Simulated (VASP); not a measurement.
# Ir (R-3m) in VASP: notebook, part 2 of 2

VASP 6.6.1. The steps go on from the part before.

### 3 Single point, PBE

This run uses another cell than the first one: it holds 2 atoms, not 4.

INCAR reads:

```
PREC     = Accurate       # precision mode
ENCUT    = 560            # plane-wave cutoff, eV
EDIFF    = 1E-6           # SCF threshold, eV
ISMEAR   = 0              # smearing method
SIGMA    = 0.1            # smearing width, eV
LREAL    = False          # projectors in reciprocal space
LASPH    = True           # aspherical terms in the spheres
NELM     = 120            # most SCF steps
ALGO     = Normal         # electronic algorithm
ISIF     = 2              # what is computed and relaxed
LWAVE    = False          # write WAVECAR
LCHARG   = True           # write CHGCAR
GGA      = PE             # functional
LELF     = True           # ELF
LVHAR    = True         
NBANDS   = 24             # bands
GGA_COMPAT= False
```

KPOINTS reads:

```
Automatic mesh
0
Gamma
  6 6 6
```

POSCAR reads:

```
Ir
1.0
    1.5885846680      0.9171697856      3.8039672912
   -1.5885846680      0.9171697856      3.8039672912
    0.0000000000     -1.8343395714      3.8039672912
Ir
2
Direct
    0.0577000000      0.0577000000      0.0577000000
    0.9423000000      0.9423000000      0.9423000000
```

Potentials or basis: VASP PAW PBE potentials, release 64 (Ir_sv_GW).

Command:

```
> cat potpaw_PBE.64/Ir_sv_GW/POTCAR > POTCAR
> mpirun -np 1 vasp_std > vasp.out
```

OUTCAR:

```text
PREC = Accurate
   ENCUT = 560
   EDIFF = 1E-6
   ISMEAR = 0
   LREAL = False
   LASPH = True
   NELM = 120
   ISIF = 2
   GGA = PE

 ion  position               nearest neighbor table
   1  0.058  0.058  0.058-   2 1.32   2 3.09   2 3.09   2 3.09
   2  0.942  0.942  0.942-   1 1.32   1 3.09   1 3.09   1 3.09

 -----------------------------------------------------------------------------
|                                                                             |
|           W    W    AA    RRRRR   N    N  II  N    N   GGGG   !!!           |
|           W    W   A  A   R    R  NN   N  II  NN   N  G    G  !!!           |
[... 849 lines left out ...]
     24      23.9643      0.00000

 [... further k-points ...]
[... 5 lines left out ...]
  --------------------------------------------------------------------------------------
  -------------------------------------------------------------------------------------
  Total        0.9875841      0.9875841    503.0429150      0.0000000     -0.0000000      0.0000000
  in kB       47.5813276     47.5813276  24236.3652421      0.0000000     -0.0000004      0.0000000
  external PRESSURE =    8110.5092991 kB  Pullay stress =       0.0000000 kB

 VOLUME and BASIS-vectors are now :
 -----------------------------------------------------------------------------
  energy-cutoff  :      560.00
  volume of cell :       33.25
      direct lattice vectors                 reciprocal lattice vectors
     1.588584668  0.917169786  3.803967291     0.314745578  0.181718444  0.087627813
    -1.588584668  0.917169786  3.803967291    -0.314745578  0.181718444  0.087627813
     0.000000000 -1.834339571  3.803967291     0.000000000 -0.363436889  0.087627813

 POSITION                                       TOTAL-FORCE (eV/Angst)
 -----------------------------------------------------------------------------------
      0.00000     -0.00000      0.65847         0.000000     -0.000000    379.067719
      0.00000     -0.00000     10.75344         0.000000      0.000000   -379.067719
 -----------------------------------------------------------------------------------
    total drift:                               -0.000000     -0.000000      0.000000

  FREE ENERGIE OF THE ION-ELECTRON SYSTEM (eV)
  ---------------------------------------------------
  free  energy   TOTEN  =        60.8559322315 eV

  energy  without entropy=       60.8601710473  energy(sigma->0) =       60.85805164
```

OSZICAR:

```text
N       E                     dE             d eps       ncg     rms          rms(c)
DAV:   1     0.462395542375E+03    0.46240E+03   -0.25563E+04  1656   0.161E+03
DAV:   2     0.712382860168E+02   -0.39116E+03   -0.37880E+03  1944   0.528E+02
DAV:   3     0.590543503680E+02   -0.12184E+02   -0.12121E+02  1872   0.948E+01
DAV:   4     0.589966758218E+02   -0.57675E-01   -0.57668E-01  1728   0.719E+00
DAV:   5     0.589963639189E+02   -0.31190E-03   -0.31189E-03  1888   0.481E-01    0.386E+02
DAV:   6     0.605209088775E+02    0.15245E+01   -0.16819E+00  1808   0.112E+01    0.243E+02
DAV:   7     0.607857223473E+02    0.26481E+00   -0.17321E+00  1888   0.130E+01    0.157E+01
DAV:   8     0.608376254881E+02    0.51903E-01   -0.99935E-02  1608   0.288E+00    0.139E+01
DAV:   9     0.608536504131E+02    0.16025E-01   -0.20384E-02  1888   0.119E+00    0.280E+00
DAV:  10     0.608559167071E+02    0.22663E-02   -0.82787E-03  1800   0.698E-01    0.153E+00
DAV:  11     0.608559139839E+02   -0.27232E-05   -0.13285E-04  1656   0.106E-01    0.128E+00
DAV:  12     0.608559254858E+02    0.11502E-04   -0.41428E-05  1800   0.710E-02    0.275E-01
DAV:  13     0.608559324279E+02    0.69421E-05   -0.18045E-05  1736   0.395E-02    0.498E-01
DAV:  14     0.608559322315E+02   -0.19639E-06   -0.21938E-06  1408   0.170E-02
   1 F= 0.60855932E+02 E0= 0.60858052E+02  d E =-.423882E-02
```

Run time: 50 s. Hardware: 1 thread of Intel Xeon Platinum 8375C at 2.90GHz (Ice Lake), shared host; peak memory 0.21 GiB.

The run converged, but its numbers aren't listed here, since they failed a check.

Caveat: the k points lie up to 0.39 Å⁻¹ apart; atoms lie so close that the PAW spheres overlap strongly, which falsifies energies and pressures; spin-orbit coupling is left out, which moves the levels of the heavy elements; forces of over 1 eV/Å act on the atoms, so gaps and moduli don't describe the material at rest.

### 4 Single point, PBE

This run uses another cell than the first one: it holds 12 atoms, not 4.

INCAR reads:

```
SYSTEM = Ir
  ALGO = Fast
  EDIFF = 1E-6
  ENCUT = 520
  GGA = PE
  ISIF = 2
  ISMEAR = 0
  LASPH = .True.
  LCHARG = .False.
  LREAL = .False.
  LWAVE = .False.
  NBANDS = 66
  NELM = 100
  PREC = Accurate
  SIGMA = 0.1
```

KPOINTS reads:

```
k-points
0
Gamma
  9 9 9
  0 0 0
```

POSCAR reads:

```
Ir
1.0
    3.5408538169      2.0443129044      5.5667596229
   -3.5408538169      2.0443129044      5.5667596229
    0.0000000000     -4.0886258087      5.5667596230
Ir
12
Direct
    0.0121819333      0.6591354236      0.0121819333
    0.0121819333      0.0121819333      0.6591354236
    0.6591354236      0.0121819333      0.0121819333
    0.9878180667      0.3408645764      0.9878180667
    0.3408645764      0.9878180667      0.9878180667
    0.9878180667      0.9878180667      0.3408645764
    0.2408328789      0.5985294290      0.2408328789
    0.2408328789      0.2408328789      0.5985294290
    0.5985294290      0.2408328789      0.2408328789
    0.7591671211      0.4014705710      0.7591671211
    0.4014705710      0.7591671211      0.7591671211
    0.7591671211      0.7591671211      0.4014705710
```

Potentials or basis: VASP PAW PBE potentials, release 64 (Ir).

Command:

```
> cat potpaw_PBE.64/Ir/POTCAR > POTCAR
> mpirun -np 1 vasp_std > vasp.out
```

Wall time 45 min (1 thread of Oxide Virtual Turin-like, shared host); peak memory 0.97 GiB.

Results (log left out):

```yaml
Free_energy: -96.3458 eV
Pressure: 0.0 GPa
Largest_force: 0.048 eV/Å
Band_gap_on_the_k_mesh: zero (bands 54 and 55 overlap by 0.56 eV)
```

Forces in eV/Å, atoms in the order of the input:
```
Ir   0.029 -0.017 -0.034
Ir   0.000  0.034 -0.034
Ir  -0.029 -0.017 -0.034
Ir  -0.029  0.017  0.034
Ir   0.029  0.017  0.034
Ir   0.000 -0.034  0.034
Ir   0.015 -0.009 -0.005
Ir   0.000  0.017 -0.005
Ir  -0.015 -0.009 -0.005
Ir  -0.015  0.009  0.005
Ir   0.015  0.009  0.005
Ir   0.000 -0.017  0.005
```

Stress tensor (GPa, compression positive):
```
 0.08  0.00  0.00
 0.00  0.08  0.00
 0.00  0.00 -0.08
```

Levels at points of the mesh, in eV from the Fermi level:
```csv
k point,band 50,band 51,band 52,band 53,band 54,band 55,band 56,band 57,band 58,band 59
"(0.00, 0.00, 0.00)",-0.60,-0.04,0.01,0.01,0.20,0.20,0.28,0.37,0.62,0.73
```

Caveat: spin-orbit coupling is left out, which moves the levels of the heavy elements.
